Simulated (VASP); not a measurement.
# CaO: single point with PBE

Crystal: CaO.

```
Ca O
1.0
     0.00000    2.39755    2.39755
     2.54092    0.00000    2.39755
     2.54092    2.39755    0.00000
Ca O
1 1
Direct
  0.00000 0.00000 0.00000
  0.50000 0.50000 0.50000
```

This cell differs from its parent crystal: uniaxial x strain +6.0%.

* Program: VASP 6.6.1
* Task: single point
* Functional: PBE
* Potentials or basis: VASP PAW PBE potentials, release 64 (Ca_sv, O)
* Cutoff: 520 eV
* k mesh: 10 × 10 × 10
* Occupations: fermi-dirac, width 0.02 eV
* Spin: no spin polarisation

```json
{"Pressure": "-2.3 GPa", "Band gap on the k mesh": "3.57 eV, indirect (least direct gap 3.99 eV)"}
```

Stress tensor (GPa, compression positive):
```
-6.58  0.00  0.00
 0.00 -0.19  0.00
 0.00  0.00 -0.19
```

Levels at points of the mesh, in eV from the valence-band top:
```csv
k point,band 5,band 6,band 7,band 8,band 9,band 10,band 11,band 12
"(0.00, 0.00, 0.00)",-15.48,-0.10,0.00,0.00,4.18,5.83,6.21,6.21
"(0.50, 0.00, 0.00)",-14.44,-2.56,-1.16,-1.16,6.77,8.05,8.06,8.10
"(0.50, 0.50, 0.00)",-15.24,-1.25,-0.49,-0.42,3.57,7.60,8.65,8.96
"(0.00, 0.50, 0.50)",-15.25,-1.53,-0.33,-0.33,3.73,7.63,8.60,9.14
```

Wall time 47 s on 1 thread of AMD EPYC 7R13 Processor (Zen 3), on a shared host, peak memory 0.16 GiB.

Caveat: the cell differs from its parent crystal (uniaxial x strain +6.0%). A k mesh can miss the band edges.
